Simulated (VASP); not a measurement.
Input of a VASP 6.6.1 run:

Contents of INCAR:

```
SYSTEM = Rb3HS
PREC = Accurate
ENCUT = 520
EDIFF = 1E-6
ISMEAR = 0
SIGMA = 0.05
LREAL = .False.
LASPH = .True.
NELM = 80
ALGO = Normal
ISIF = 2
LWAVE = .False.
LCHARG = .False.
GGA = PS
NBANDS = 25
```

KPOINTS

```
regular mesh
0
Gamma
  4 4 4
  0 0 0
```

The input POSCAR:

```
Rb3HS
1.0
    5.7400000000      0.0000000000      0.0000000000
    0.0000000000      5.7400000000      0.0000000000
    0.0000000000      0.0000000000      5.7400000000
S H Rb
1 1 3
Direct
    0.0000000000      0.0000000000      0.0000000000
    0.5000000000      0.5000000000      0.5000000000
    0.5000000000      0.5000000000      0.0000000000
    0.5000000000      0.0000000000      0.5000000000
    0.0000000000      0.5000000000      0.5000000000
```

Potentials or basis: VASP PAW PBE potentials, release 64 (S, H, Rb_sv).

Command:

```console
$ cat potpaw_PBE.64/S/POTCAR potpaw_PBE.64/H/POTCAR potpaw_PBE.64/Rb_sv/POTCAR > POTCAR
$ mpirun -np 1 vasp_std > vasp.out
```

(1) Estimate the band gap on the k mesh.

(2) What does it give for the pressure?

Results:

(1) 1.86 eV, direct.

(2) -2.4 GPa.

Caveat: the PAW data sets were made with another functional, which shifts forces and pressure a little.
